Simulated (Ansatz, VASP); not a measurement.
# One calculation of Cu, two programs

Contents of INCAR:

```
SYSTEM = Cu
ALGO = Normal
EDIFF = 1E-6
ENCUT = 520
GGA = RP
ISIF = 2
ISMEAR = -1
LASPH = .TRUE.
LCHARG = .FALSE.
LREAL = .FALSE.
LWAVE = .FALSE.
NBANDS = 24
NELM = 80
PREC = Accurate
SIGMA = 0.1
```

KPOINTS

```
k-points
0
G
  10 10 14
  0 0 0
```

File POSCAR:

```
Cu
1.0
    4.2845236815      0.0000000000      0.0000000000
   -2.1422618407      3.7105063513      0.0000000000
    0.0000000000      0.0000000000      2.5740087426
Cu
3
Direct
    0.0000000000      0.0000000000      0.0000000000
    0.3333333333      0.6666666667      0.5000000000
    0.6666666667      0.3333333333      0.5000000000
```

Input for Ansatz:

```yaml
crystal:
  lattice:
    - [4.2845236815, 0.0, 0.0]
    - [-2.1422618407, 3.7105063513, 0.0]
    - [0.0, 0.0, 2.5740087426]
  atoms:
    - { symbol: Cu, position: [0.0, 0.0, 0.0] }
    - { symbol: Cu, position: [0.3333333333, 0.6666666667, 0.5] }
    - { symbol: Cu, position: [0.6666666667, 0.3333333333, 0.5] }
hamiltonian:
  xc: rpbe
  pseudopotentials:
    kind: paw
    azcp:
      Cu: "pseudopotentials/Cu.paw.azcp"
basis:
  ecutwfc: 420
  fft_grid_basis: typed
kpoints:
  mp_grid: { grid: [10, 10, 14], shift: [0, 0, 0] }
magnetization:
  spin_polarized: false
scf:
  occupations: { method: fermi_dirac, width: 0.1 }
  lower_state_search: "off"
output:
  stress: true
```

Alike in both runs: task single point; functional RPBE; k mesh 10 × 10 × 14; occupations fermi-dirac, width 0.1 eV; no spin polarisation.

```csv
,VASP,Ansatz
version,VASP 6.6.1,Ansatz 0.2.0
potentials or method,"VASP PAW PBE potentials, release 64 (Cu), cutoff 520 eV","plane waves (420 eV) with PAW, scalar-relativistic"
valence electrons in the cell,33,57
```

Ansatz gave:

```
pressure (GPa)                                                : -7.4
traceless stress, the component that is largest in VASP (GPa) : -0.09
```

Estimate VASP's values.

pressure (GPa): -6.7; traceless stress, the component that is largest in VASP (GPa): -0.12.

VASP's potentials were made for PBE, not for RPBE. VASP's potentials hold 33 valence electrons a cell and Ansatz's 57, so a difference there can come from the potentials and not from the codes.
